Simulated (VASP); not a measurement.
Here is a VASP 6.6.1 calculation.

File INCAR:

```
SYSTEM = Ru
ALGO = Normal
EDIFF = 1E-6
ENCUT = 520
GGA = PS
ISIF = 2
ISMEAR = -1
LASPH = .TRUE.
LCHARG = .TRUE.
LELF = .TRUE.
LREAL = .FALSE.
LVHAR = .TRUE.
LWAVE = .FALSE.
NBANDS = 13
NELM = 80
PREC = Accurate
SIGMA = 0.1
```

File KPOINTS:

```
k-points
0
G
  15 15 15
  0 0 0
```

POSCAR

```
Ru
1.0
    2.4388656056      0.0000000000      0.0000000000
    0.0000000000      2.4388656056      0.0000000000
    0.0000000000      0.0000000000      2.4388656056
Ru
1
Direct
    0.0000000000      0.0000000000      0.0000000000
```

Potentials or basis: VASP PAW PBE potentials, release 64 (Ru_pv).

Launch:

```console
$ cat potpaw_PBE.64/Ru_pv/POTCAR > POTCAR
$ mpirun -np 1 vasp_std > vasp.out
```

Task: What does it give for the pressure?

Result: 14.6 GPa.

Task: Predict the band gap on the k mesh.

Result: Zero (band 7 reaches 15.84 eV, above the bottom of band 8 at 10.62 eV).

Caveat: the PAW data sets were made with another functional, which shifts forces and pressure a little.
